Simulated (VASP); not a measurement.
A run of VASP 6.6.1 is set up as follows.

Contents of INCAR:

```
ALGO = Normal ; EDIFF = 1E-7
ENCUT = 520 ; GGA = PE
ISIF = 2 ; ISMEAR = 0
LASPH = True ; LCHARG = False
LREAL = Auto ; LWAVE = False
NBANDS = 52 ; NELM = 80
PREC = Accurate ; SIGMA = 0.05
```

KPOINTS

```
k-points
0
Gamma
  2 2 2
```

The input POSCAR:

```
TiSi16
1.0
    0.0000000000      5.4300000000      5.4300000000
    5.4300000000      0.0000000000      5.4300000000
    5.4300000000      5.4300000000      0.0000000000
Si Ti
16 1
Direct
   -0.0124283347      0.0043307283      0.0042135301
    0.1214681421      0.1285740266      0.1284777385
    0.0012252868     -0.0040581557      0.5015806542
    0.1215299334      0.1285633366      0.6217913368
    0.0012350205      0.5016845590     -0.0041804410
    0.1215093637      0.6219163866      0.1284632689
    0.0013175106      0.5017104342      0.5016157083
    0.1246866606      0.6253553974      0.6252255030
    0.5038606700      0.0043408865      0.0042221844
    0.6248989264      0.1251800642      0.1250269939
    0.5038764001      0.0044337436      0.4877814039
    0.6280841775      0.1285643462      0.6218005033
    0.5038623933      0.4879385437      0.0043030513
    0.6280806016      0.6219246910      0.1284651415
    0.4953135698      0.5017153241      0.5016216999
    0.6281139577      0.6219426865      0.6217970795
    0.3748202004      0.8752428813      0.8751014634
```

Potentials or basis: VASP PAW PBE potentials, release 64 (Si, Ti_sv).

Run with:

```sh
$ cat potpaw_PBE.64/Si/POTCAR potpaw_PBE.64/Ti_sv/POTCAR > POTCAR
$ mpirun -np 1 vasp_std > vasp.out
```

Q: Estimate the largest force.

A: 0.010 eV/Å.

Q: Predict the pressure.

A: 4.0 GPa.

Forces on the atoms (eV/Å):
```
Si   0.004 -0.004 -0.005
Si  -0.004 -0.001  0.001
Si  -0.002  0.005 -0.005
Si   0.001  0.000  0.001
Si  -0.001 -0.004  0.004
Si   0.000  0.001  0.000
Si   0.006  0.002  0.002
Si  -0.006  0.001 -0.001
Si   0.004  0.006  0.005
Si   0.003  0.000  0.000
Si  -0.008 -0.004  0.005
Si   0.001 -0.001  0.000
Si  -0.008  0.004 -0.004
Si   0.000  0.000 -0.001
Si   0.006 -0.002 -0.002
Si   0.002  0.000  0.000
Ti   0.003 -0.002  0.001
```

Caveat: the k points lie up to 0.50 Å⁻¹ apart.
